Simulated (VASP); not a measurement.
# Si2W in VASP: notebook

Runs on Si2W. Level: PBEsol. Tasks: single point.

Everything below comes from runs of VASP 6.6.1. Logs are shortened: lines on timing, memory, paths and dates and some standing lists are left out, and cuts for length are marked.

## (1) The cell of the first run

It takes space group Immm (No. 71, orthorhombic). Conventional cell: a = 3.167 Å, b = 3.347 Å, c = 7.772 Å, α = 90.00°, β = 90.00°, γ = 90.00°. Si (site symmetry mm2) has 9 Si at 2.57 to 3.35 Å and 5 W at 2.60 to 2.64 Å within 3.4 Å. W (site symmetry mmm) has 10 Si at 2.60 to 2.64 Å and 4 W at 3.17 to 3.35 Å within 3.4 Å.

## (2) Single point, PBEsol (uniaxial strain along a: +4.5 %, then relaxed in part)

The input, INCAR:

```
  PREC = Accurate
  ENCUT = 520
  EDIFF = 1E-6
  ISMEAR = 0
  SIGMA = 0.1
  LREAL = False
  LASPH = True
  NELM = 60
  ALGO = Normal
  ISIF = 2
  LWAVE = False
  LCHARG = True
  GGA = PS
  LELF = True
  LVHAR = True
  NBANDS = 31
```

The input, KPOINTS:

```
Automatic mesh
0
Gamma
  12 12 6
```

The input, POSCAR:

```
Si2W
1.0
    3.3466120424      0.0000000000      0.0000000000
    0.0000000000      3.1665098225      0.0000000000
    0.0000000000      0.0000000000      7.7724519419
Si W
4 2
Direct
    0.0000000000      0.0000000000      0.3349522668
    0.5000000000      0.5000000000      0.1650477332
    0.5000000000      0.5000000000      0.8349522668
    0.0000000000      0.0000000000      0.6650477332
    0.0000000000      0.0000000000      0.0000000000
    0.5000000000      0.5000000000      0.5000000000
```

Potentials or basis: VASP PAW PBE potentials, release 64 (Si, W_sv).

The run is started by

```bash
$ cat potpaw_PBE.64/Si/POTCAR potpaw_PBE.64/W_sv/POTCAR > POTCAR
$ mpirun -np 1 vasp_std > vasp.out
```

OUTCAR:

```text
PREC = Accurate
   ENCUT = 520
   EDIFF = 1E-6
   ISMEAR = 0
   LREAL = False
   LASPH = True
   NELM = 60
   ISIF = 2
   GGA = PS

 ion  position               nearest neighbor table
   1  0.000  0.000  0.335-   4 2.57   5 2.60   6 2.64   6 2.64   6 2.64   6 2.64   2 2.66   2 2.66
                             2 2.66   2 2.66
   2  0.500  0.500  0.165-   3 2.57   6 2.60   5 2.64   5 2.64   5 2.64   5 2.64   1 2.66   1 2.66
                             1 2.66   1 2.66
   3  0.500  0.500  0.835-   2 2.57   6 2.60   5 2.64   5 2.64   5 2.64   5 2.64   4 2.66   4 2.66
                             4 2.66   4 2.66
   4  0.000  0.000  0.665-   1 2.57   5 2.60   6 2.64   6 2.64   6 2.64   6 2.64   3 2.66   3 2.66
                             3 2.66   3 2.66
   5  0.000  0.000  0.000-   1 2.60   4 2.60   3 2.64   2 2.64   2 2.64   3 2.64   2 2.64   3 2.64
                             2 2.64   3 2.64
   6  0.500  0.500  0.500-   2 2.60   3 2.60   1 2.64   4 2.64   1 2.64   4 2.64   1 2.64   4 2.64
                             1 2.64   4 2.64

  LATTYP: Found a simple orthorhombic cell.
 ALAT       =     3.1665098225
 B/A-ratio  =     1.0568772023
 C/A-ratio  =     2.4545800827

  Lattice vectors:

 A1 = (   0.0000000000,  -3.1665098225,   0.0000000000)
 A2 = (   3.3466120424,   0.0000000000,   0.0000000000)
 A3 = (   0.0000000000,   0.0000000000,   7.7724519419)

Analysis of symmetry for initial positions (statically):
=====================================================================
 Subroutine PRICEL returns following result:

  LATTYP: Found a body centered orthorhombic cell.
 ALAT       =     3.1665098225
 B/A-ratio  =     1.0568772023
 C/A-ratio  =     2.4545800827

  Lattice vectors:

 A1 = (   1.6733060212,  -1.5832549112,  -3.8862259709)
 A2 = (  -1.6733060212,   1.5832549112,  -3.8862259709)
 A3 = (   1.6733060212,   1.5832549113,   3.8862259709)

   2 primitive cells build up your supercell.

 Routine SETGRP: Setting up the symmetry group for a
 simple orthorhombic supercell.

 Subroutine GETGRP returns: Found  8 space group operations
 (whereof  8 operations were pure point group operations)
 out of a pool of  8 trial point group operations.

The static configuration has the point symmetry D_2h.

Analysis of symmetry for dynamics (positions and initial velocities):
=====================================================================
 Subroutine PRICEL returns following result:

  LATTYP: Found a body centered orthorhombic cell.
 ALAT       =     3.1665098225
 B/A-ratio  =     1.0568772023
 C/A-ratio  =     2.4545800827

  Lattice vectors:

 A1 = (   1.6733060212,  -1.5832549112,  -3.8862259709)
 A2 = (  -1.6733060212,   1.5832549112,  -3.8862259709)
 A3 = (   1.6733060212,   1.5832549113,   3.8862259709)

   2 primitive cells build up your supercell.

 Routine SETGRP: Setting up the symmetry group for a
 simple orthorhombic supercell.

 Subroutine GETGRP returns: Found  8 space group operations
 (whereof  8 operations were pure point group operations)
 out of a pool of  8 trial point group operations.

The dynamic configuration has the point symmetry D_2h.

 Subroutine INISYM returns: Found  8 space group operations
 (whereof  8 operations are pure point group operations),
 and found     2 'primitive' translations

----------------------------------------------------------------------------------------

                                     Primitive cell

  volume of cell :      41.1826

  direct lattice vectors                    reciprocal lattice vectors
     1.673306021 -1.583254911 -3.886225971     0.298809658  0.000000000 -0.128659528
    -1.673306021  1.583254911 -3.886225971    -0.000000000  0.315805115 -0.128659528
     1.673306021  1.583254911  3.886225971     0.298809658  0.315805115 -0.000000000

  length of vectors
     4.517676555  4.517676555  4.517676555     0.325331348  0.341007544  0.434764399

  position of ions in fractional coordinates (direct lattice)
     0.665047733  0.665047733  1.000000000
     0.334952267  0.334952267  1.000000000
     0.000000000  0.000000000  0.000000000

  ion indices of the primitive-cell ions
   primitive index   ion index
                 1           1
                 2           4
                 3           5

----------------------------------------------------------------------------------------

 KPOINTS: Automatic mesh

Automatic generation of k-mesh.
 Grid dimensions read from file:
 generate k-points for:   12   12    6

 Generating k-lattice:

  Cartesian coordinates                     Fractional coordinates (reciprocal lattice)
     0.024900805  0.000000000  0.000000000     0.083333333  0.000000000  0.000000000
     0.000000000  0.026317093  0.000000000     0.000000000  0.083333333  0.000000000
     0.000000000  0.000000000  0.021443255     0.000000000  0.000000000  0.166666667

  Length of vectors
     0.024900805  0.026317093  0.021443255

  Shift w.r.t. Gamma in fractional coordinates (k-lattice)
     0.000000000  0.000000000  0.000000000

 Subroutine IBZKPT returns following result:
 ===========================================

 Found    196 irreducible k-points:

 Following reciprocal coordinates:
            Coordinates               Weight
  0.000000  0.000000  0.000000      1.000000
  0.083333  0.000000  0.000000      2.000000
  0.166667  0.000000  0.000000      2.000000
  0.250000  0.000000  0.000000      2.000000
  0.333333  0.000000  0.000000      2.000000
  0.416667  0.000000  0.000000      2.000000
[... 16 lines left out ...]
  0.083333  0.250000  0.000000      4.000000
  0.166667  0.250000  0.000000      4.000000
 [... further k-points ...]
   k-points           NKPTS =    196   k-points in BZ     NKDIM =    196   number of bands    NBANDS=     31
   number of dos      NEDOS =    301   number of ions     NIONS =      6
   total plane-waves  NPLWV =  40320
   dimension x,y,z NGX =    28 NGY =   24 NGZ =   60
   dimension x,y,z NGXF=    56 NGYF=   48 NGZF=  120
   ions per type =               4   2
   NGX,Y,Z   is equivalent  to a cutoff of  13.91, 12.60, 12.83 a.u.
   NGXF,Y,Z  is equivalent  to a cutoff of  27.82, 25.20, 25.67 a.u.
 SYSTEM =  unknown system
   PREC   = accura    normal or accurate (medium, high low for compatibility)
   ISTART =      0    job   : 0-new  1-cont  2-samecut
   ICHARG =      2    charge: 1-file 2-atom 10-const
   ISPIN  =      1    spin polarized calculation?
   LNONCOLLINEAR =      F non collinear calculations
   LSORBIT =      F    spin-orbit coupling
   LASPH  =      T    aspherical Exc in radial PAW
   ENCUT  =  520.0 eV  38.22 Ry    6.18 a.u.   6.22  5.89 14.45*2*pi/ulx,y,z
   NELM   =     60;   NELMIN=  2; NELMDL= -5     # of ELM steps
   EDIFF  = 0.1E-05   stopping-criterion for ELM
   LREAL  =      F    real-space projection
   EDIFFG = 0.1E-04   stopping-criterion for IOM
   NSW    =      0    number of steps for IOM
   IBRION =     -1    ionic relax: 0-MD 1-quasi-New 2-CG
   NFREE  =      0    steps in history (QN), initial steepest desc. (CG)
   ISIF   =      2    stress and relaxation
   ISYM   =      2    0-nonsym 1-usesym 2-fastsym
   POTIM  = 0.5000    time-step for ionic-motion
   TEBEG  =    0.0;   TEEND  =   0.0 temperature during run
   PSTRESS=    0.0 pullay stress
   NELECT =      44.0000    total number of electrons
   NUPDOWN=      -1.0000    fix difference up-down
   EMIN   =  10.00;   EMAX   =-10.00  energy-range for DOS
   EFERMI =   0.00;   METHOD = LEGACY
   ISMEAR =     0;   SIGMA  =   0.10  broadening in eV -4-tet -1-fermi 0-gaus
   EFERMI_NEDOS =   21; number of points for ismear=-14 and -15
   IALGO  =     38    algorithm
   IMIX   =      4    mixing-type and parameters
     AMIX     =   0.40;   BMIX     =  1.00
     AMIX_MAG =   1.60;   BMIX_MAG =  1.00
  volume/ion in A,a.u.               =      13.73        92.64
  Fermi-wavevector in a.u.,A,eV,Ry     =   1.328345  2.510209 24.007495  1.764501
  Thomas-Fermi vector in A             =   2.457590
   LORBIT       =      0    0 simple, 1 ext, 2 COOP (PROOUT), +10 PAW based schemes
   GGA     = PS    functional components
   LHFCALC =     F    Hartree Fock is set to
   AEXX    =    0.0000 exact exchange contribution
   IVDW    =     0    specifies the selected vdW correction
   LEPSILON=     F    determine dielectric tensor
   LRPA    =     F    only Hartree local field effects (RPA)
 non-spin polarized calculation
 Gauss-broadening in eV      SIGMA  =   0.10
  energy-cutoff  :      520.00
  volume of cell :       82.37
 maximum number of plane-waves:      2248
 NGX is ok and might be reduce to    28
   NGX = 13   NGY = 11   NGZ = 29

 number of electron      43.9999998 magnetization

 Free energy of the ion-electron system (eV)
  ---------------------------------------------------
  ext. energy  EPLUGINS =         0.00000000
  ---------------------------------------------------
  free energy    TOTEN  =       -53.10239125 eV

  energy without entropy =      -53.09959193  energy(sigma->0) =      -53.10099159

 E-fermi :  11.6120     XC(G=0): -12.5170

 val. band max:       11.6065644409   @ k =   0.1667   0.0833   0.1667
 cond. band min:      11.6377619245   @ k =   0.0000   0.1667   0.0000
 fundamental gap:      0.0311974836
 Fermi energy:        11.6119960435

 k-point     1 :       0.0000    0.0000    0.0000
  band No.  band energies     occupation
      1     -62.2544      2.00000
      2     -62.2543      2.00000
      3     -26.5742      2.00000
      4     -26.5727      2.00000
      5     -26.5036      2.00000
      6     -26.4864      2.00000
[... 23 lines left out ...]
     30      16.2518      0.00000
     31      16.3639      0.00000

 k-point     2 :       0.0833    0.0000    0.0000
  band No.  band energies     occupation
      1     -62.2542      2.00000
      2     -62.2540      2.00000
      3     -26.5841      2.00000
      4     -26.5826      2.00000
      5     -26.5022      2.00000
      6     -26.4856      2.00000
[... 740 lines left out ...]
 k-point    24 :       0.1667    0.2500    0.0000
  band No.  band energies     occupation
      1     -62.2488      2.00000
      2     -62.2487      2.00000
      3     -26.5973      2.00000
      4     -26.5965      2.00000
      5     -26.5484      2.00000
      6     -26.5477      2.00000
[... 23 lines left out ...]
     30      16.1535      0.00000
     31      16.2226      0.00000

 [... further k-points ...]

------------------------ aborting loop because EDIFF is reached ----------------------------------------

  FORCE on cell =-STRESS in cart. coord.  units (eV):
  Direction    XX          YY          ZZ          XY          YZ          ZX
  --------------------------------------------------------------------------------------
  -------------------------------------------------------------------------------------
  Total       -7.9866993      0.1479738      0.1254284      0.0000000      0.0000000      0.0000000
  in kB     -155.3580144      2.8784007      2.4398441      0.0000000      0.0000000      0.0000000
  external PRESSURE =     -50.0132565 kB  Pullay stress =       0.0000000 kB

 VOLUME and BASIS-vectors are now :
 -----------------------------------------------------------------------------
  energy-cutoff  :      520.00
  volume of cell :       82.37
      direct lattice vectors                 reciprocal lattice vectors
     3.346612042  0.000000000  0.000000000     0.298809658  0.000000000  0.000000000
     0.000000000  3.166509823  0.000000000     0.000000000  0.315805115  0.000000000
     0.000000000  0.000000000  7.772451942     0.000000000  0.000000000  0.128659528

 POSITION                                       TOTAL-FORCE (eV/Angst)
 -----------------------------------------------------------------------------------
      0.00000      0.00000      2.60340        -0.000000     -0.000000     -0.008814
      1.67331      1.58325      1.28283        -0.000000      0.000000      0.008814
      1.67331      1.58325      6.48963        -0.000000     -0.000000     -0.008814
      0.00000      0.00000      5.16905        -0.000000      0.000000      0.008814
      0.00000      0.00000      0.00000         0.000000     -0.000000     -0.000000
      1.67331      1.58325      3.88623         0.000000     -0.000000     -0.000000
 -----------------------------------------------------------------------------------
    total drift:                                0.000000      0.000000      0.000000

  FREE ENERGIE OF THE ION-ELECTRON SYSTEM (eV)
  ---------------------------------------------------
  free  energy   TOTEN  =       -53.1023912482 eV

  energy  without entropy=      -53.0995919298  energy(sigma->0) =      -53.10099159
```

Wall time 3.8 min (1 thread of AMD EPYC 9R14 (Zen 4), shared host); peak memory 0.45 GiB.

What came out:

- Free energy: -53.1024 eV
- Pressure: -5.0 GPa
- Largest force: 0.009 eV/Å
- Band gap on the k mesh: zero (bands 22 and 23 overlap by 0.86 eV)

Forces in eV/Å, atoms in the order of the input:
```
Si   0.000  0.000 -0.009
Si   0.000  0.000  0.009
Si   0.000  0.000 -0.009
Si   0.000  0.000  0.009
W    0.000  0.000  0.000
W    0.000  0.000  0.000
```

Levels at points of the mesh, in eV from the Fermi level:
```
           k point  band 19  band 20  band 21  band 22  band 23  band 24  band 25  band 26
(0.00, 0.00, 0.00)    -1.58    -0.84    -0.33    -0.13     0.48     0.67     2.11     2.36
(0.50, 0.00, 0.00)    -2.38    -2.38    -0.46    -0.46     1.81     1.81     2.47     2.47
(0.00, 0.50, 0.00)    -2.34    -2.34    -1.06    -1.06     2.14     2.14     3.08     3.08
(0.50, 0.50, 0.00)    -3.07    -3.07    -1.80    -1.80     2.32     2.32     2.95     2.95
(0.00, 0.00, 0.50)    -1.80    -1.80     0.57     0.57     1.00     1.00     1.31     1.31
(0.50, 0.00, 0.50)    -2.44    -2.44    -0.21    -0.21     1.86     1.86     3.14     3.14
(0.00, 0.50, 0.50)    -2.64    -2.64    -0.76    -0.76     2.21     2.21     3.04     3.04
(0.50, 0.50, 0.50)    -2.51    -2.51    -2.22    -2.22     0.15     0.15     2.37     2.37
```

Caveat: the cell differs from its parent crystal (uniaxial strain along a: +4.5 %, then relaxed in part); the cell stands under tension; the PAW data sets were made with another functional, which shifts forces and pressure a little; spin-orbit coupling is left out, which moves the levels of the heavy elements.

## (3) Single point, PBEsol (biaxial strain in the a-b plane: +4.5 %, then relaxed in part)

The input, INCAR:

```
SYSTEM = Si2W
  ALGO = Normal
  EDIFF = 1E-6
  ENCUT = 520
  GGA = PS
  ISIF = 2
  ISMEAR = 0
  LASPH = .TRUE.
  LCHARG = .FALSE.
  LREAL = .FALSE.
  LWAVE = .FALSE.
  NBANDS = 31
  NELM = 80
  PREC = Accurate
  SIGMA = 0.1
```

The input, KPOINTS:

```
k-points
0
G
  12 12 6
  0 0 0
```

The input, POSCAR:

```
Si2W
1.0
    3.3466120424      0.0000000000      0.0000000000
    0.0000000000      3.3466120424      0.0000000000
    0.0000000000      0.0000000000      7.7112766064
Si W
4 2
Direct
    0.0000000000      0.0000000000      0.3352908813
    0.5000000000      0.5000000000      0.1647091187
    0.5000000000      0.5000000000      0.8352908813
    0.0000000000      0.0000000000      0.6647091187
    0.0000000000      0.0000000000      0.0000000000
    0.5000000000      0.5000000000      0.5000000000
```

Potentials or basis: VASP PAW PBE potentials, release 64 (Si, W_sv).

The run is started by

```bash
$ cat potpaw_PBE.64/Si/POTCAR potpaw_PBE.64/W_sv/POTCAR > POTCAR
$ mpirun -np 1 vasp_std > vasp.out
```

OUTCAR:

```text
SYSTEM = Si2W
   EDIFF = 1E-6
   ENCUT = 520
   GGA = PS
   ISIF = 2
   ISMEAR = 0
   LASPH = .TRUE.
   LREAL = .FALSE.
   NELM = 80
   PREC = Accurate

 ion  position               nearest neighbor table
   1  0.000  0.000  0.335-   4 2.54   5 2.59   6 2.69   6 2.69   6 2.69   6 2.69   2 2.71   2 2.71
                             2 2.71   2 2.71
   2  0.500  0.500  0.165-   3 2.54   6 2.59   5 2.69   5 2.69   5 2.69   5 2.69   1 2.71   1 2.71
                             1 2.71   1 2.71
   3  0.500  0.500  0.835-   2 2.54   6 2.59   5 2.69   5 2.69   5 2.69   5 2.69   4 2.71   4 2.71
                             4 2.71   4 2.71
[... 1047 lines left out ...]
  Total      -10.5223633    -10.5223633      0.1282778      0.0000000      0.0000000      0.0000000
  in kB     -195.2031645   -195.2031645      2.3797161      0.0000000      0.0000000      0.0000000
  external PRESSURE =    -129.3422043 kB  Pullay stress =       0.0000000 kB

 VOLUME and BASIS-vectors are now :
 -----------------------------------------------------------------------------
  energy-cutoff  :      520.00
  volume of cell :       86.36
      direct lattice vectors                 reciprocal lattice vectors
     3.346612042  0.000000000  0.000000000     0.298809658  0.000000000  0.000000000
     0.000000000  3.346612042  0.000000000     0.000000000  0.298809658  0.000000000
     0.000000000  0.000000000  7.711276606     0.000000000  0.000000000  0.129680214

 POSITION                                       TOTAL-FORCE (eV/Angst)
 -----------------------------------------------------------------------------------
      0.00000      0.00000      2.58552        -0.000000      0.000000      0.006115
      1.67331      1.67331      1.27012         0.000000     -0.000000     -0.006115
      1.67331      1.67331      6.44116        -0.000000      0.000000      0.006115
      0.00000      0.00000      5.12576         0.000000      0.000000     -0.006115
      0.00000      0.00000      0.00000        -0.000000     -0.000000     -0.000000
      1.67331      1.67331      3.85564         0.000000      0.000000     -0.000000
 -----------------------------------------------------------------------------------
    total drift:                                0.000000      0.000000      0.000000

  FREE ENERGIE OF THE ION-ELECTRON SYSTEM (eV)
  ---------------------------------------------------
  free  energy   TOTEN  =       -52.8068545444 eV

  energy  without entropy=      -52.8039203889  energy(sigma->0) =      -52.80538747
```

Wall time 1.8 min (1 thread of Intel Xeon 6975P-C (Granite Rapids), shared host); peak memory 0.37 GiB.

What came out:

| Item | Value |
| --- | --- |
| Free energy | -52.8069 eV |
| Pressure | -12.9 GPa |
| Largest force | 0.006 eV/Å |
| Band gap on the k mesh | zero (bands 22 and 23 overlap by 0.82 eV) |

Forces in eV/Å, atoms in the order of the input:
```
Si   0.000  0.000  0.006
Si   0.000  0.000 -0.006
Si   0.000  0.000  0.006
Si   0.000  0.000 -0.006
W    0.000  0.000  0.000
W    0.000  0.000  0.000
```

Stress tensor (GPa, compression positive):
```
-19.52   0.00   0.00
  0.00 -19.52   0.00
  0.00   0.00   0.24
```

Levels at points of the mesh, in eV from the Fermi level:
| k point | band 18 | band 19 | band 20 | band 21 | band 22 | band 23 | band 24 | band 25 | band 26 | band 27 |
| --- | --- | --- | --- | --- | --- | --- | --- | --- | --- | --- |
| (0.00, 0.00, 0.00) | -2.48 | -1.03 | -1.03 | -0.27 | -0.27 | 0.38 | 0.59 | 2.25 | 2.63 | 2.63 |
| (0.50, 0.00, 0.00) | -2.69 | -1.79 | -1.79 | -0.71 | -0.71 | 2.09 | 2.09 | 2.82 | 2.82 | 3.24 |
| (0.50, 0.50, 0.00) | -4.72 | -2.51 | -2.51 | -1.68 | -1.68 | 2.50 | 2.50 | 2.63 | 2.63 | 3.26 |
| (0.00, 0.00, 0.50) | -2.22 | -1.82 | -1.82 | 0.48 | 0.48 | 1.29 | 1.29 | 1.43 | 1.43 | 1.43 |
| (0.50, 0.00, 0.50) | -2.76 | -2.32 | -2.32 | -0.38 | -0.38 | 2.23 | 2.23 | 2.55 | 2.55 | 4.22 |
| (0.50, 0.50, 0.50) | -2.66 | -2.05 | -2.05 | -2.05 | -2.05 | 0.38 | 0.38 | 2.50 | 2.50 | 2.88 |

Caveat: the cell differs from its parent crystal (biaxial strain in the a-b plane: +4.5 %, then relaxed in part); the cell stands under tension; the PAW data sets were made with another functional, which shifts forces and pressure a little; spin-orbit coupling is left out, which moves the levels of the heavy elements.
